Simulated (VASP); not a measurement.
Wanted: the native input for a VASP 6.6.1 run.

```yaml
Task: single point
Functional: PBEsol
Potentials_or_basis: VASP PAW PBE potentials, release 64 (W_sv, S)
Cutoff: 520 eV
k_mesh: 14 × 14 × 14
Occupations: gaussian, width 0.1 eV
Spin: no spin polarisation
Dipole_correction: no
Further_INCAR_settings: ALGO = Normal; EDIFF = 1e-07; NBANDS = 17
```

The structure of WS lies in POSCAR:

```
WS
1.0
    0.0000000000      2.4499136187      2.4499136187
    2.4499136187      0.0000000000      2.4499136187
    2.4499136187      2.4499136187      0.0000000000
W S
1 1
Direct
    0.0000000000      0.0000000000      0.0000000000
    0.5000000000      0.5000000000      0.5000000000
```

The input as run:

INCAR

```
  PREC = Accurate
  ENCUT = 520
  EDIFF = 1E-7
  ISMEAR = 0
  SIGMA = 0.1
  LREAL = F
  LASPH = T
  NELM = 100
  ALGO = Normal
  ISIF = 2
  LWAVE = F
  LCHARG = T
  GGA = PS
  LELF = T
  LVHAR = T
  NBANDS = 17
```

KPOINTS

```
Automatic mesh
0
Gamma
  14 14 14
```

Potentials or basis: VASP PAW PBE potentials, release 64 (W_sv, S).

Command:

```bash
$ cat potpaw_PBE.64/W_sv/POTCAR potpaw_PBE.64/S/POTCAR > POTCAR
$ mpirun -np 1 vasp_std > vasp.out
```

Results of the run:

The pressure is 0.6 GPa and the band gap on the k mesh is zero (bands 10 and 11 overlap by 3.54 eV).

Caveat: the PAW data sets were made with another functional, which shifts forces and pressure a little; spin-orbit coupling is left out, which moves the levels of the heavy elements.

Run time: 23 s on 1 thread of Intel(R) Xeon(R) 6975P-C (Granite Rapids), with other jobs on the host, peak memory 0.19 GiB.
